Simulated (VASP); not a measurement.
# Sb2Se3 (R-3c) in VASP: notebook

Sb2Se3 is run at these levels: PBE; tasks: single point.

Program: VASP 6.6.1. These are calculated values, not measurements. Logs are shortened: lines on timing, memory, paths and dates and some standing lists are left out, and cuts for length are marked.

**1. The cell of the first run**

Symmetry: R-3c, No. 167, trigonal system. The conventional cell has a = 7.314 Å, b = 7.314 Å, c = 19.696 Å, α = 90.00°, β = 90.00°, γ = 120.00°. Sb (site symmetry 3) has 6 Se at 2.84 to 2.96 Å and 1 Sb at 3.69 Å within 3.7 Å. Within 3.8 Å of Se (site symmetry 2) lie 4 Sb at 2.84 to 2.96 Å and 2 Se at 3.74 Å.

The cell was built from a structure type or drawn by symmetry, and may not be a known phase.

**2. Single point, PBE**

File INCAR:

```
  PREC = Accurate
  ENCUT = 500
  EDIFF = 1E-6
  ISMEAR = 0
  SIGMA = 0.1
  LREAL = False
  LASPH = True
  NELM = 120
  ALGO = Normal
  ISIF = 2
  LWAVE = False
  LCHARG = False
  GGA = PE
  NBANDS = 39
  GGA_COMPAT = False
```

File KPOINTS:

```
regular mesh
0
Gamma
  3 3 3
```

File POSCAR:

```
Sb2Se3
1.0
    3.6571458112      2.1114541185      6.5653050625
   -3.6571458112      2.1114541185      6.5653050625
    0.0000000000     -4.2229082371      6.5653050625
Sb Se
4 6
Direct
    0.3437637147      0.3437637147      0.3437637147
    0.1562362853      0.1562362853      0.1562362853
    0.8437637147      0.8437637147      0.8437637147
    0.6562362853      0.6562362853      0.6562362853
    0.0453450830      0.7500000000      0.4546549170
    0.4546549170      0.0453450830      0.7500000000
    0.7500000000      0.4546549170      0.0453450830
    0.2500000000      0.5453450830      0.9546549170
    0.5453450830      0.9546549170      0.2500000000
    0.9546549170      0.2500000000      0.5453450830
```

Potentials or basis: VASP PAW PBE potentials, release 64 (Sb, Se).

On the command line:

```sh
$ cat potpaw_PBE.64/Sb/POTCAR potpaw_PBE.64/Se/POTCAR > POTCAR
$ mpirun -np 1 vasp_std > vasp.out
```

OUTCAR:

```text
PREC = Accurate
   ENCUT = 500
   EDIFF = 1E-6
   ISMEAR = 0
   LREAL = False
   LASPH = True
   NELM = 120
   ISIF = 2
   GGA = PE

 ion  position               nearest neighbor table
   1  0.344  0.344  0.344-  10 2.84   8 2.84   9 2.84   7 2.96   6 2.96   5 2.96   2 3.69
   2  0.156  0.156  0.156-   8 2.84  10 2.84   9 2.84   5 2.96   6 2.96   7 2.96   1 3.69
   3  0.844  0.844  0.844-   7 2.84   5 2.84   6 2.84  10 2.96   9 2.96   8 2.96   4 3.69
   4  0.656  0.656  0.656-   5 2.84   7 2.84   6 2.84   8 2.96   9 2.96  10 2.96   3 3.69
   5  0.045  0.750  0.455-   4 2.84   3 2.84   2 2.96   1 2.96
   6  0.455  0.045  0.750-   3 2.84   4 2.84   1 2.96   2 2.96
   7  0.750  0.455  0.045-   3 2.84   4 2.84   1 2.96   2 2.96
   8  0.250  0.545  0.955-   2 2.84   1 2.84   4 2.96   3 2.96
   9  0.545  0.955  0.250-   1 2.84   2 2.84   3 2.96   4 2.96
  10  0.955  0.250  0.545-   1 2.84   2 2.84   3 2.96   4 2.96

  LATTYP: Found a trigonal (rhomboedric) cell.
 ALAT       =     7.8061632408
 COS(alpha) =     0.5610255028

  Lattice vectors:

 A1 = (   3.6571458112,   2.1114541185,   6.5653050625)
 A2 = (  -3.6571458112,   2.1114541185,   6.5653050625)
 A3 = (   0.0000000000,  -4.2229082371,   6.5653050625)

Analysis of symmetry for initial positions (statically):
=====================================================================
 Subroutine PRICEL returns:
 Original cell was already a primitive cell.

 Routine SETGRP: Setting up the symmetry group for a
 trigonal (rhombohedral) supercell.

 Subroutine GETGRP returns: Found 12 space group operations
 (whereof  6 operations were pure point group operations)
 out of a pool of 12 trial point group operations.

The static configuration has the point symmetry S_6 .
 The point group associated with its full space group is D_3d.

Analysis of symmetry for dynamics (positions and initial velocities):
=====================================================================
 Subroutine PRICEL returns:
 Original cell was already a primitive cell.

 Routine SETGRP: Setting up the symmetry group for a
 trigonal (rhombohedral) supercell.

 Subroutine GETGRP returns: Found 12 space group operations
 (whereof  6 operations were pure point group operations)
 out of a pool of 12 trial point group operations.

The dynamic configuration has the point symmetry S_6 .
 The point group associated with its full space group is D_3d.

 Subroutine INISYM returns: Found 12 space group operations
 (whereof  6 operations are pure point group operations),
 and found     1 'primitive' translations

----------------------------------------------------------------------------------------

                                     Primitive cell

  volume of cell :     304.1796

  direct lattice vectors                    reciprocal lattice vectors
     3.657145811  2.111454119  6.565305063     0.136718640  0.078934543  0.050771949
    -3.657145811  2.111454119  6.565305063    -0.136718640  0.078934543  0.050771949
     0.000000000 -4.222908237  6.565305063     0.000000000 -0.157869087  0.050771949

  length of vectors
     7.806163241  7.806163241  7.806163241     0.165832564  0.165832564  0.165832564

  position of ions in fractional coordinates (direct lattice)
     0.343763715  0.343763715  0.343763715
     0.156236285  0.156236285  0.156236285
     0.843763715  0.843763715  0.843763715
     0.656236285  0.656236285  0.656236285
     0.045345083  0.750000000  0.454654917
     0.454654917  0.045345083  0.750000000
     0.750000000  0.454654917  0.045345083
     0.250000000  0.545345083  0.954654917
     0.545345083  0.954654917  0.250000000
     0.954654917  0.250000000  0.545345083

  ion indices of the primitive-cell ions
   primitive index   ion index
                 1           1
                 2           2
                 3           3
                 4           4
                 5           5
                 6           6
                 7           7
                 8           8
                 9           9
                10          10

----------------------------------------------------------------------------------------

 KPOINTS: regular mesh

Automatic generation of k-mesh.
 Grid dimensions read from file:
 generate k-points for:    3    3    3

 Generating k-lattice:

  Cartesian coordinates                     Fractional coordinates (reciprocal lattice)
     0.045572880  0.026311514  0.016923983     0.333333333 -0.000000000  0.000000000
    -0.045572880  0.026311514  0.016923983    -0.000000000  0.333333333  0.000000000
     0.000000000 -0.052623029  0.016923983    -0.000000000 -0.000000000  0.333333333

  Length of vectors
     0.055277521  0.055277521  0.055277521

  Shift w.r.t. Gamma in fractional coordinates (k-lattice)
     0.000000000  0.000000000  0.000000000

 Subroutine IBZKPT returns following result:
 ===========================================

 Found      6 irreducible k-points:

 Following reciprocal coordinates:
            Coordinates               Weight
  0.000000  0.000000  0.000000      1.000000
  0.333333 -0.000000 -0.000000      6.000000
  0.333333  0.333333 -0.000000      6.000000
 -0.333333  0.333333  0.000000      6.000000
  0.333333  0.333333  0.333333      2.000000
 -0.333333  0.333333  0.333333      6.000000
   k-points           NKPTS =      6   k-points in BZ     NKDIM =      6   number of bands    NBANDS=     39
   number of dos      NEDOS =    301   number of ions     NIONS =     10
   total plane-waves  NPLWV = 216000
   dimension x,y,z NGX =    60 NGY =   60 NGZ =   60
   dimension x,y,z NGXF=   120 NGYF=  120 NGZF=  120
   ions per type =               4   6
   NGX,Y,Z   is equivalent  to a cutoff of  12.78, 12.78, 12.78 a.u.
   NGXF,Y,Z  is equivalent  to a cutoff of  25.56, 25.56, 25.56 a.u.
 SYSTEM =  unknown system
   PREC   = accura    normal or accurate (medium, high low for compatibility)
   ISTART =      0    job   : 0-new  1-cont  2-samecut
   ICHARG =      2    charge: 1-file 2-atom 10-const
   ISPIN  =      1    spin polarized calculation?
   LNONCOLLINEAR =      F non collinear calculations
   LSORBIT =      F    spin-orbit coupling
   LASPH  =      T    aspherical Exc in radial PAW
   ENCUT  =  500.0 eV  36.75 Ry    6.06 a.u.  14.23 14.23 14.23*2*pi/ulx,y,z
   NELM   =    120;   NELMIN=  2; NELMDL= -5     # of ELM steps
   EDIFF  = 0.1E-05   stopping-criterion for ELM
   LREAL  =      F    real-space projection
   EDIFFG = 0.1E-04   stopping-criterion for IOM
   NSW    =      0    number of steps for IOM
   IBRION =     -1    ionic relax: 0-MD 1-quasi-New 2-CG
   NFREE  =      0    steps in history (QN), initial steepest desc. (CG)
   ISIF   =      2    stress and relaxation
   ISYM   =      2    0-nonsym 1-usesym 2-fastsym
   POTIM  = 0.5000    time-step for ionic-motion
   TEBEG  =    0.0;   TEEND  =   0.0 temperature during run
   PSTRESS=    0.0 pullay stress
   NELECT =      56.0000    total number of electrons
   NUPDOWN=      -1.0000    fix difference up-down
   EMIN   =  10.00;   EMAX   =-10.00  energy-range for DOS
   EFERMI =   0.00;   METHOD = LEGACY
   ISMEAR =     0;   SIGMA  =   0.10  broadening in eV -4-tet -1-fermi 0-gaus
   EFERMI_NEDOS =   21; number of points for ismear=-14 and -15
   IALGO  =     38    algorithm
   IMIX   =      4    mixing-type and parameters
     AMIX     =   0.40;   BMIX     =  1.00
     AMIX_MAG =   1.60;   BMIX_MAG =  1.00
  volume/ion in A,a.u.               =      30.42       205.27
  Fermi-wavevector in a.u.,A,eV,Ry     =   0.931310  1.759920 11.800848  0.867338
  Thomas-Fermi vector in A             =   2.057790
   LORBIT       =      0    0 simple, 1 ext, 2 COOP (PROOUT), +10 PAW based schemes
   GGA     = PE    functional components
   LHFCALC =     F    Hartree Fock is set to
   AEXX    =    0.0000 exact exchange contribution
   IVDW    =     0    specifies the selected vdW correction
   LEPSILON=     F    determine dielectric tensor
   LRPA    =     F    only Hartree local field effects (RPA)
 non-spin polarized calculation
 Gauss-broadening in eV      SIGMA  =   0.10
  energy-cutoff  :      500.00
  volume of cell :      304.18
 maximum number of plane-waves:      7739
 NGX is ok and might be reduce to    60
   NGX = 29   NGY = 29   NGZ = 29

 number of electron      56.0000002 magnetization

 Free energy of the ion-electron system (eV)
  ---------------------------------------------------
  ext. energy  EPLUGINS =         0.00000000
  ---------------------------------------------------
  free energy    TOTEN  =       -39.43442956 eV

  energy without entropy =      -39.42925824  energy(sigma->0) =      -39.43184390

 E-fermi :   4.1361     XC(G=0):  -8.7298

 val. band max:        4.0994360620   @ k =   0.0000   0.0000   0.0000
 cond. band min:       4.2533499271   @ k =   0.3333   0.3333  -0.0000
 fundamental gap:      0.1539138650
 Fermi energy:         4.1360895643

 k-point     1 :       0.0000    0.0000    0.0000
  band No.  band energies     occupation
      1     -10.2364      2.00000
      2      -8.9103      2.00000
      3      -8.6890      2.00000
      4      -8.6890      2.00000
      5      -8.4316      2.00000
      6      -8.4316      2.00000
[... 31 lines left out ...]
     38       8.0262      0.00000
     39       8.6715      0.00000

 k-point     2 :       0.3333   -0.0000   -0.0000
  band No.  band energies     occupation
      1      -9.9692      2.00000
      2      -9.3163      2.00000
      3      -8.6989      2.00000
      4      -8.6560      2.00000
      5      -8.5691      2.00000
      6      -8.4934      2.00000
[... 31 lines left out ...]
     38       7.2676      0.00000
     39       7.5586      0.00000

 k-point     3 :       0.3333    0.3333   -0.0000
  band No.  band energies     occupation
      1      -9.9206      2.00000
      2      -9.1889      2.00000
      3      -8.8277      2.00000
      4      -8.7331      2.00000
      5      -8.7262      2.00000
      6      -8.4350      2.00000
[... 31 lines left out ...]
     38       7.4829      0.00000
     39       8.0305      0.00000

 k-point     4 :      -0.3333    0.3333    0.0000
  band No.  band energies     occupation
      1      -9.5965      2.00000
      2      -9.5726      2.00000
      3      -8.9086      2.00000
      4      -8.6919      2.00000
      5      -8.6867      2.00000
      6      -8.4784      2.00000
[... 31 lines left out ...]
     38       7.3300      0.00000
     39       7.6347      0.00000

 k-point     5 :       0.3333    0.3333    0.3333
  band No.  band energies     occupation
      1      -9.9990      2.00000
      2      -9.3793      2.00000
      3      -8.6307      2.00000
      4      -8.6307      2.00000
      5      -8.5025      2.00000
      6      -8.5025      2.00000
[... 31 lines left out ...]
     38       7.6626      0.00000
     39       7.6629      0.00000

 k-point     6 :      -0.3333    0.3333    0.3333
  band No.  band energies     occupation
      1      -9.6329      2.00000
      2      -9.5843      2.00000
      3      -8.9070      2.00000
      4      -8.7203      2.00000
      5      -8.5739      2.00000
      6      -8.4821      2.00000
[... 31 lines left out ...]
     38       7.4011      0.00000
     39       7.6067      0.00000

------------------------ aborting loop because EDIFF is reached ----------------------------------------

  FORCE on cell =-STRESS in cart. coord.  units (eV):
  Direction    XX          YY          ZZ          XY          YZ          ZX
  --------------------------------------------------------------------------------------
  -------------------------------------------------------------------------------------
  Total        0.1891375      0.1891375     -0.5386691      0.0000000      0.0000000      0.0000000
  in kB        0.9962267      0.9962267     -2.8372824      0.0000000      0.0000000      0.0000000
  external PRESSURE =      -0.2816097 kB  Pullay stress =       0.0000000 kB

 VOLUME and BASIS-vectors are now :
 -----------------------------------------------------------------------------
  energy-cutoff  :      500.00
  volume of cell :      304.18
      direct lattice vectors                 reciprocal lattice vectors
     3.657145811  2.111454119  6.565305063     0.136718640  0.078934543  0.050771949
    -3.657145811  2.111454119  6.565305063    -0.136718640  0.078934543  0.050771949
     0.000000000 -4.222908237  6.565305063     0.000000000 -0.157869087  0.050771949

 POSITION                                       TOTAL-FORCE (eV/Angst)
 -----------------------------------------------------------------------------------
      0.00000     -0.00000      6.77074        -0.000000      0.000000     -0.104316
      0.00000     -0.00000      3.07722        -0.000000     -0.000000      0.104316
      0.00000     -0.00000     16.61870        -0.000000      0.000000     -0.104316
      0.00000     -0.00000     12.92517        -0.000000     -0.000000      0.104316
     -2.57703     -0.24063      8.20663        -0.012626     -0.021869      0.000000
      1.49691     -2.11145      8.20663         0.025253     -0.000000      0.000000
      1.08012      2.35209      8.20663        -0.012626      0.021869      0.000000
     -1.08012     -2.35209     11.48928         0.012626     -0.021869      0.000000
     -1.49691      2.11145     11.48928        -0.025253     -0.000000      0.000000
      2.57703      0.24063     11.48928         0.012626      0.021869      0.000000
 -----------------------------------------------------------------------------------
    total drift:                                0.000000      0.000000     -0.000000

  FREE ENERGIE OF THE ION-ELECTRON SYSTEM (eV)
  ---------------------------------------------------
  free  energy   TOTEN  =       -39.4344295558 eV

  energy  without entropy=      -39.4292582362  energy(sigma->0) =      -39.43184390
```

It took 51 s on 1 thread of Intel Xeon 6975P-C (Granite Rapids), shared host; peak memory 0.48 GiB.

Results:

| Quantity | Value |
| --- | --- |
| Free energy | -39.4344 eV |
| Pressure | 0.0 GPa |
| Largest force | 0.104 eV/Å |
| Band gap on the k mesh | 0.15 eV (least direct gap 0.57 eV) |

Forces on the atoms (eV/Å):
```
Sb   0.000  0.000 -0.104
Sb   0.000  0.000  0.104
Sb   0.000  0.000 -0.104
Sb   0.000  0.000  0.104
Se  -0.013 -0.022  0.000
Se   0.025  0.000  0.000
Se  -0.013  0.022  0.000
Se   0.013 -0.022  0.000
Se  -0.025  0.000  0.000
Se   0.013  0.022  0.000
```

Caveat: spin-orbit coupling is left out, which moves the levels of the heavy elements; an odd mesh through Γ misses points on the zone boundary, where band edges can lie.

[end of part 1 of 2]
